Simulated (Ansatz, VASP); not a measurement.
# Two plane-wave programs on CuSn2O2

```
CELL_PARAMETERS angstrom
3.82017 0.00000 0.00000
0.00000 3.82017 0.00000
0.00000 0.00000 19.36304
ATOMIC_POSITIONS crystal
Sn 0.50000 0.00000 0.20658
Sn 0.00000 0.50000 0.32862
O 0.00000 0.00000 0.26760
O 0.50000 0.50000 0.26760
Cu 0.00000 0.87500 0.48355
```

Alike in both runs: task single point; functional PBE; dispersion D3(BJ); k mesh 7 × 7 × 1; occupations gaussian, width 0.05 eV; collinear spin.

|  | VASP | Ansatz |
| --- | --- | --- |
| version | VASP 6.6.1 | Ansatz 0.2.0 |
| potentials or method | VASP PAW PBE potentials, release 64 (Sn_d, O, Cu), cutoff 520 eV | scalar-relativistic, plane waves, PAW |
| valence electrons in the cell | 51 | 59 |

```tsv
	VASP	Ansatz	Ansatz less VASP
gap on the k mesh at the Fermi level (eV)	none	none	-
rms of the force components (eV/Å)	0.128	0.116	-0.0122
net moment per atom (μB)	0.00	0.00	0.000
```

A gap of «none» marks a metal or a gap that the smearing closes. VASP's potentials hold 51 valence electrons a cell and Ansatz's 59, so a difference there can come from the potentials and not from the codes. Ansatz's warnings: seeded moment not kept, xc potential rough in thin density.
